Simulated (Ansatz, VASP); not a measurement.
**LiF: VASP beside Ansatz**

```xyz
2
Lattice="0.0000 2.0336 2.0336 2.0336 0.0000 2.0336 2.0336 2.0336 0.0000" Properties=species:S:1:pos:R:3 pbc="T T T"
Li    0.0000    0.0000    0.0000
F     2.0336    2.0336    2.0336
```

Alike in both runs: functional PBE; k mesh 10 × 10 × 10; occupations gaussian, width 0.02 eV; no spin polarisation.

Ansatz relaxed the structure, and its values are those at the end. VASP's run is a single point on that final structure, the one shown.

|  | VASP | Ansatz |
| --- | --- | --- |
| version | VASP 6.6.1 | Ansatz 0.2.0 |
| potentials or method | VASP PAW PBE potentials, release 64 (Li_sv, F), cutoff 750 eV | scalar-relativistic, plane waves, PAW |
| valence electrons in the cell | 10 | 10 |

Ansatz gave:

| Quantity | Value |
| --- | --- |
| gap on the k mesh at the Fermi level (eV) | 8.84 |
| least direct gap on the mesh (eV) | 8.84 |
| pressure (GPa) | 0.0 |

**Question.** What did VASP give for the same quantities?

**Answer.** gap on the k mesh at the Fermi level (eV): 8.83; least direct gap on the mesh (eV): 8.83; pressure (GPa): -0.7.
